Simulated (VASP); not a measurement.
# Tc3Sn (Fm-3m) in VASP: single point with slater exchange, lda correlation

Aim: the single point of Tc3Sn with slater exchange, lda correlation.

All numbers are computed with VASP 6.6.1; they aren't measurements. Logs are shortened: lines on timing, memory, paths and dates and some standing lists are left out, and cuts for length are marked.

**1. The cell of the first run**

It takes space group Fm-3m (No. 225, cubic). Conventional cell: a = 6.344 Å, b = 6.344 Å, c = 6.344 Å, α = 90.00°, β = 90.00°, γ = 90.00°. Within 3.6 Å of Tc (site symmetry -43m) lie 10 Tc at 2.75 to 3.17 Å and 4 Sn at 2.75 Å. Tc (site symmetry m-3m) has 8 Tc at 2.75 Å and 6 Sn at 3.17 Å within 3.6 Å. Within 3.6 Å of Sn (site symmetry m-3m) lie 14 Tc at 2.75 to 3.17 Å.

**2. Single point, slater exchange, lda correlation**

Input file INCAR:

```
SYSTEM = Tc3Sn
  ALGO = Normal
  EDIFF = 1E-6
  ENCUT = 500
  GGA = LIBXC
  GGA_COMPAT = .False.
  ISIF = 2
  ISMEAR = 0
  ISYM = 0
  LASPH = .True.
  LCHARG = .True.
  LELF = .True.
  LIBXC1 = LDA_X
  LIBXC2 = LDA_C_PW
  LREAL = .False.
  LVHAR = .True.
  LWAVE = .False.
  NBANDS = 34
  NELM = 120
  PREC = Accurate
  SIGMA = 0.15
```

Input file KPOINTS:

```
Automatic mesh
0
Gamma
  6 6 6
  0.5 0.5 0.5
```

Input file POSCAR:

```
Tc3Sn
1.0
    0.0000000000      3.1721900000      3.1721900000
    3.1721900000      0.0000000000      3.1721900000
    3.1721900000      3.1721900000      0.0000000000
Tc Sn
3 1
Direct
    0.2500000000      0.2500000000      0.2500000000
    0.7500000000      0.7500000000      0.7500000000
    0.5000000000      0.5000000000      0.5000000000
    0.0000000000      0.0000000000      0.0000000000
```

Potentials or basis: VASP PAW PBE potentials, release 64 (Tc_pv, Sn_d).

Started as:

```bash
$ cat potpaw_PBE.64/Tc_pv/POTCAR potpaw_PBE.64/Sn_d/POTCAR > POTCAR
$ mpirun -np 1 vasp_std > vasp.out
```

OUTCAR:

```text
SYSTEM = Tc3Sn
   EDIFF = 1E-6
   ENCUT = 500
   GGA = LIBXC
   ISIF = 2
   ISMEAR = 0
   ISYM = 0
   LASPH = .True.
   LREAL = .False.
   NELM = 120
   PREC = Accurate

 ion  position               nearest neighbor table
   1  0.250  0.250  0.250-   4 2.75   4 2.75   4 2.75   3 2.75   4 2.75   3 2.75   3 2.75   3 2.75
                             2 3.17   2 3.17   2 3.17   2 3.17   2 3.17   2 3.17
   2  0.750  0.750  0.750-   3 2.75   3 2.75   3 2.75   3 2.75   4 2.75   4 2.75   4 2.75   4 2.75
                             1 3.17   1 3.17   1 3.17   1 3.17   1 3.17   1 3.17
   3  0.500  0.500  0.500-   1 2.75   1 2.75   1 2.75   1 2.75   2 2.75   2 2.75   2 2.75   2 2.75
                             4 3.17   4 3.17   4 3.17   4 3.17   4 3.17   4 3.17
   4  0.000  0.000  0.000-   2 2.75   2 2.75   2 2.75   1 2.75   2 2.75   1 2.75   1 2.75   1 2.75
                             3 3.17   3 3.17   3 3.17   3 3.17   3 3.17   3 3.17

IMPORTANT INFORMATION: All symmetrisations will be switched off!
NOSYMM: (Re-)initialisation of all symmetry stuff for point group C_1.

----------------------------------------------------------------------------------------

                                     Primitive cell

  volume of cell :      63.8422

  direct lattice vectors                    reciprocal lattice vectors
     0.000000000  3.172190000  3.172190000    -0.157619815  0.157619815  0.157619815
     3.172190000  0.000000000  3.172190000     0.157619815 -0.157619815  0.157619815
     3.172190000  3.172190000  0.000000000     0.157619815  0.157619815 -0.157619815

  length of vectors
     4.486154120  4.486154120  4.486154120     0.273005527  0.273005527  0.273005527

  position of ions in fractional coordinates (direct lattice)
     0.250000000  0.250000000  0.250000000
     0.750000000  0.750000000  0.750000000
     0.500000000  0.500000000  0.500000000
     0.000000000  0.000000000  0.000000000

  ion indices of the primitive-cell ions
   primitive index   ion index
                 1           1
                 2           2
                 3           3
                 4           4

----------------------------------------------------------------------------------------

 KPOINTS: Automatic mesh

Automatic generation of k-mesh.
 Grid dimensions read from file:
 generate k-points for:    6    6    6

 Generating k-lattice:

  Cartesian coordinates                     Fractional coordinates (reciprocal lattice)
    -0.026269969  0.026269969  0.026269969     0.166666667  0.000000000  0.000000000
     0.026269969 -0.026269969  0.026269969     0.000000000  0.166666667  0.000000000
     0.026269969  0.026269969 -0.026269969     0.000000000  0.000000000  0.166666667

  Length of vectors
     0.045500921  0.045500921  0.045500921

  Shift w.r.t. Gamma in fractional coordinates (k-lattice)
     0.500000000  0.500000000  0.500000000

 Subroutine IBZKPT returns following result:
 ===========================================

 Found    432 irreducible k-points:

 Following reciprocal coordinates:
            Coordinates               Weight
  0.083333  0.083333  0.083333      2.000000
  0.083333  0.000000  0.000000      2.000000
  0.000000  0.000000 -0.083333      2.000000
  0.000000  0.083333  0.000000      2.000000
  0.250000  0.083333  0.083333      2.000000
  0.083333  0.250000  0.083333      2.000000
[... 16 lines left out ...]
  0.000000  0.333333 -0.083333      2.000000
  0.333333  0.000000 -0.083333      2.000000
 [... further k-points ...]
   k-points           NKPTS =    432   k-points in BZ     NKDIM =    432   number of bands    NBANDS=     34
   number of dos      NEDOS =    301   number of ions     NIONS =      4
   total plane-waves  NPLWV =  46656
   dimension x,y,z NGX =    36 NGY =   36 NGZ =   36
   dimension x,y,z NGXF=    72 NGYF=   72 NGZF=   72
   ions per type =               3   1
   NGX,Y,Z   is equivalent  to a cutoff of  13.34, 13.34, 13.34 a.u.
   NGXF,Y,Z  is equivalent  to a cutoff of  26.68, 26.68, 26.68 a.u.
 SYSTEM =  Tc3Sn
   PREC   = accura    normal or accurate (medium, high low for compatibility)
   ISTART =      0    job   : 0-new  1-cont  2-samecut
   ICHARG =      2    charge: 1-file 2-atom 10-const
   ISPIN  =      1    spin polarized calculation?
   LNONCOLLINEAR =      F non collinear calculations
   LSORBIT =      F    spin-orbit coupling
   LASPH  =      T    aspherical Exc in radial PAW
   ENCUT  =  500.0 eV  36.75 Ry    6.06 a.u.   8.18  8.18  8.18*2*pi/ulx,y,z
   NELM   =    120;   NELMIN=  2; NELMDL= -5     # of ELM steps
   EDIFF  = 0.1E-05   stopping-criterion for ELM
   LREAL  =      F    real-space projection
   EDIFFG = 0.1E-04   stopping-criterion for IOM
   NSW    =      0    number of steps for IOM
   IBRION =     -1    ionic relax: 0-MD 1-quasi-New 2-CG
   NFREE  =      0    steps in history (QN), initial steepest desc. (CG)
   ISIF   =      2    stress and relaxation
   ISYM   =      0    0-nonsym 1-usesym 2-fastsym
   POTIM  = 0.5000    time-step for ionic-motion
   TEBEG  =    0.0;   TEEND  =   0.0 temperature during run
   PSTRESS=    0.0 pullay stress
   NELECT =      53.0000    total number of electrons
   NUPDOWN=      -1.0000    fix difference up-down
   EMIN   =  10.00;   EMAX   =-10.00  energy-range for DOS
   EFERMI =   0.00;   METHOD = LEGACY
   ISMEAR =     0;   SIGMA  =   0.15  broadening in eV -4-tet -1-fermi 0-gaus
   EFERMI_NEDOS =   21; number of points for ismear=-14 and -15
   IALGO  =     38    algorithm
   IMIX   =      4    mixing-type and parameters
     AMIX     =   0.40;   BMIX     =  1.00
     AMIX_MAG =   1.60;   BMIX_MAG =  1.00
  volume/ion in A,a.u.               =      15.96       107.71
  Fermi-wavevector in a.u.,A,eV,Ry     =   1.538618  2.907567 32.209707  2.367347
  Thomas-Fermi vector in A             =   2.644962
   LORBIT       =      0    0 simple, 1 ext, 2 COOP (PROOUT), +10 PAW based schemes
   GGA     = LIBXC    functional components
   LHFCALC =     F    Hartree Fock is set to
   AEXX    =    0.0000 exact exchange contribution
   IVDW    =     0    specifies the selected vdW correction
   LEPSILON=     F    determine dielectric tensor
   LRPA    =     F    only Hartree local field effects (RPA)
 non-spin polarized calculation
 Gauss-broadening in eV      SIGMA  =   0.15
  energy-cutoff  :      500.00
  volume of cell :       63.84
 maximum number of plane-waves:      1631
 NGX is ok and might be reduce to    36
   NGX = 17   NGY = 17   NGZ = 17

 number of electron      53.0000002 magnetization

 Free energy of the ion-electron system (eV)
  ---------------------------------------------------
  ext. energy  EPLUGINS =         0.00000000
  ---------------------------------------------------
  free energy    TOTEN  =       -38.72634087 eV

  energy without entropy =      -38.67503309  energy(sigma->0) =      -38.70068698

 E-fermi :  12.0192     XC(G=0): -13.3736

 val. band max:       11.9914210175   @ k =  -0.1667   0.0000  -0.0833
 cond. band min:      12.0321874970   @ k =   0.5000   0.0833   0.5000
 fundamental gap:      0.0407664794
 Fermi energy:        12.0192361656

 k-point     1 :       0.0833    0.0833    0.0833
  band No.  band energies     occupation
      1     -27.2680      2.00000
      2     -27.2680      2.00000
      3     -27.2668      2.00000
      4     -26.6545      2.00000
      5     -26.6545      2.00000
      6     -26.6485      2.00000
[... 26 lines left out ...]
     33      17.0289      0.00000
     34      17.2170      0.00000

 k-point     2 :       0.0833    0.0000    0.0000
  band No.  band energies     occupation
      1     -27.2680      2.00000
      2     -27.2680      2.00000
      3     -27.2668      2.00000
      4     -26.6545      2.00000
      5     -26.6545      2.00000
      6     -26.6485      2.00000
[... 26 lines left out ...]
     33      17.0289      0.00000
     34      17.2170      0.00000

 k-point     3 :       0.0000    0.0000   -0.0833
  band No.  band energies     occupation
      1     -27.2680      2.00000
      2     -27.2680      2.00000
      3     -27.2668      2.00000
      4     -26.6545      2.00000
      5     -26.6545      2.00000
      6     -26.6485      2.00000
[... 26 lines left out ...]
     33      17.0289      0.00000
     34      17.2170      0.00000

 k-point     4 :       0.0000    0.0833    0.0000
  band No.  band energies     occupation
      1     -27.2680      2.00000
      2     -27.2680      2.00000
      3     -27.2668      2.00000
      4     -26.6545      2.00000
      5     -26.6545      2.00000
      6     -26.6485      2.00000
[... 26 lines left out ...]
     33      17.0289      0.00000
     34      17.2170      0.00000

 k-point     5 :       0.2500    0.0833    0.0833
  band No.  band energies     occupation
      1     -27.2851      2.00000
      2     -27.2766      2.00000
      3     -27.2696      2.00000
      4     -26.6360      2.00000
      5     -26.6303      2.00000
      6     -26.6065      2.00000
[... 621 lines left out ...]
 k-point    22 :       0.0833   -0.3333    0.0000
  band No.  band energies     occupation
      1     -27.2982      2.00000
      2     -27.2956      2.00000
      3     -27.2711      2.00000
      4     -26.6022      2.00000
      5     -26.5982      2.00000
      6     -26.5768      2.00000
[... 26 lines left out ...]
     33      16.9728      0.00000
     34      17.2037      0.00000

 k-point    23 :       0.0000    0.3333   -0.0833
  band No.  band energies     occupation
      1     -27.2982      2.00000
      2     -27.2956      2.00000
      3     -27.2711      2.00000
      4     -26.6022      2.00000
      5     -26.5982      2.00000
      6     -26.5768      2.00000
[... 26 lines left out ...]
     33      16.9728      0.00000
     34      17.2037      0.00000

 k-point    24 :       0.3333    0.0000   -0.0833
  band No.  band energies     occupation
      1     -27.2982      2.00000
      2     -27.2956      2.00000
      3     -27.2711      2.00000
      4     -26.6022      2.00000
      5     -26.5982      2.00000
      6     -26.5768      2.00000
[... 26 lines left out ...]
     33      16.9728      0.00000
     34      17.2037      0.00000

 [... further k-points ...]

------------------------ aborting loop because EDIFF is reached ----------------------------------------

  FORCE on cell =-STRESS in cart. coord.  units (eV):
  Direction    XX          YY          ZZ          XY          YZ          ZX
  --------------------------------------------------------------------------------------
  -------------------------------------------------------------------------------------
  Total       -5.7647779     -5.7647820     -5.7647884     -0.0000030      0.0000075      0.0000001
  in kB     -144.6723688   -144.6724709   -144.6726320     -0.0000754      0.0001882      0.0000029
  external PRESSURE =    -144.6724906 kB  Pullay stress =       0.0000000 kB

 VOLUME and BASIS-vectors are now :
 -----------------------------------------------------------------------------
  energy-cutoff  :      500.00
  volume of cell :       63.84
      direct lattice vectors                 reciprocal lattice vectors
     0.000000000  3.172190000  3.172190000    -0.157619815  0.157619815  0.157619815
     3.172190000  0.000000000  3.172190000     0.157619815 -0.157619815  0.157619815
     3.172190000  3.172190000  0.000000000     0.157619815  0.157619815 -0.157619815

 POSITION                                       TOTAL-FORCE (eV/Angst)
 -----------------------------------------------------------------------------------
      1.58610      1.58610      1.58610         0.000001     -0.000001     -0.000002
      4.75828      4.75828      4.75828        -0.000003     -0.000002      0.000001
      3.17219      3.17219      3.17219         0.000000      0.000004      0.000001
      0.00000      0.00000      0.00000         0.000001     -0.000001      0.000000
 -----------------------------------------------------------------------------------
    total drift:                                0.000001     -0.000001      0.000001

  FREE ENERGIE OF THE ION-ELECTRON SYSTEM (eV)
  ---------------------------------------------------
  free  energy   TOTEN  =       -38.7263408740 eV

  energy  without entropy=      -38.6750330860  energy(sigma->0) =      -38.70068698
```

It took 10 min on 1 thread of Intel Xeon Platinum 8488C (Sapphire Rapids), shared host; peak memory 0.77 GiB.

Results:

```
Free energy            : -38.7263 eV
Pressure               : -14.5 GPa
Band gap on the k mesh : zero (an odd number of electrons rules out a gap without spin polarisation)
```

Levels at points of the mesh, in eV from the Fermi level:
```csv
k point,band 25,band 26,band 27,band 28,band 29,band 30
"(0.08, 0.08, 0.08)",0.57,0.57,0.70,0.70,1.44,1.44
```

Caveat: the cell stands under tension; the PAW data sets were made with another functional, which shifts forces and pressure a little; spin-orbit coupling is left out, which moves the levels of the heavy elements.
